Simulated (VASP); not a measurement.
Set up this calculation in VASP 6.6.1, as the native input.

```
Task                   : single point
Functional             : PBEsol
Potentials or basis    : VASP PAW PBE potentials, release 64 (Pt)
Cutoff                 : 520 eV
k mesh                 : 18 × 18 × 10
Occupations            : gaussian, width 0.15 eV
Spin                   : no spin polarisation
Dipole correction      : no
Further INCAR settings : ALGO = Fast; EDIFF = 1e-06; NBANDS = 17
```

The structure of Pt lies in POSCAR:

```
Pt
1.0
    2.5344000000      0.0000000000      0.0000000000
   -1.2672000000      2.1948547833      0.0000000000
    0.0000000000      0.0000000000      4.8638000000
Pt
2
Direct
    0.6666666667      0.3333333333      0.7500000000
    0.3333333333      0.6666666667      0.2500000000
```

This isn't the form of Pt at room conditions, which is fcc.

The input as run:

INCAR

```
SYSTEM = Pt
  ALGO = Fast
  EDIFF = 1E-6
  ENCUT = 520
  GGA = PS
  ISIF = 2
  ISMEAR = 0
  LASPH = .True.
  LCHARG = .True.
  LELF = .True.
  LREAL = .False.
  LVHAR = .True.
  LWAVE = .False.
  NBANDS = 17
  NELM = 60
  PREC = Accurate
  SIGMA = 0.15
```

KPOINTS

```
k-points
0
Gamma
  18 18 10
  0 0 0
```

Potentials or basis: VASP PAW PBE potentials, release 64 (Pt).

Launch:

```bash
$ cat potpaw_PBE.64/Pt/POTCAR > POTCAR
$ mpirun -np 1 vasp_std > vasp.out
```

It gave:

```
Pressure               : 53.0 GPa
Band gap on the k mesh : zero (bands 10 and 11 overlap by 2.10 eV)
```

Caveat: the stress differs along the axes, from 14 to 72 GPa; the PAW data sets were made with another functional, which shifts forces and pressure a little; spin-orbit coupling is left out, which moves the levels of the heavy elements.

Run time: 46 s on 1 thread of Intel(R) Xeon(R) 6975P-C (Granite Rapids) (shared host), peak memory 0.2 GiB.
